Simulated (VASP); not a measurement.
The system is HfNbSe4.

```
Hf Nb Se
1.0
     0.00000    4.26432    4.26432
     4.26432    0.00000    4.26432
     4.26432    4.26432    0.00000
Hf Nb Se
1 1 4
Direct
  0.75000 0.75000 0.75000
  0.00000 0.00000 0.00000
  0.87407 0.37531 0.37531
  0.37531 0.37531 0.37531
  0.37531 0.87407 0.37531
  0.37531 0.37531 0.87407
```

- Program: VASP 6.6.1
- Task: relaxation of cell and atoms
- Functional: PBE
- Potentials or basis: VASP PAW PBE potentials, release 64 (Hf_pv, Nb_sv, Se)
- Cutoff: 600 eV
- k mesh: 4 × 4 × 4
- Occupations: gaussian, width 0.1 eV
- Spin: collinear spin, zero start
- Starting moments: [0.0, 0.0, 0.0, 0.0, 0.0, 0.0] μB

At the start: pressure -12.2 GPa; volume 25.85 Å³/atom.

Problem. Where does the relaxation end?

Solution. Over 7 steps the energy falls by 275.4 meV/atom and the volume is 20.08 Å³/atom (-22.3 %); space group F-43m (No. 216, to 0.05 Å); moment 0.00 μB per cell.

Step by step:
```tsv
step	energy change (eV)	largest force (eV/Å)	pressure (GPa)	volume (Å³)
1	0.0000	0.0445	-12.21	155.09
2	-1.5689	0.1469	4.78	114.94
3	-1.6510	0.1448	0.02	120.72
4	-1.6501	0.1440	-0.43	121.35
5	-1.6519	0.0190	-0.40	121.29
6	-1.6519	0.0047	-0.39	121.30
7	-1.6525	0.0014	0.17	120.48
```

Final structure:
```cif
data_structure
_symmetry_space_group_name_H-M 'P 1'
_symmetry_Int_Tables_number 1
_cell_length_a 5.5438
_cell_length_b 5.5438
_cell_length_c 5.5438
_cell_angle_alpha 60.000
_cell_angle_beta 60.000
_cell_angle_gamma 60.000
_cell_volume 120.48
loop_
_atom_site_label
_atom_site_type_symbol
_atom_site_fract_x
_atom_site_fract_y
_atom_site_fract_z
_atom_site_occupancy
Hf1 Hf 0.75000 0.75000 0.75000 1
Nb1 Nb 0.00000 0.00000 0.00000 1
Se1 Se 0.87570 0.37477 0.37477 1
Se2 Se 0.37477 0.37477 0.37477 1
Se3 Se 0.37477 0.87570 0.37477 1
Se4 Se 0.37477 0.37477 0.87570 1
```

Caveat: the volume moved by over 15 % at a fixed basis, so the end points are rough.
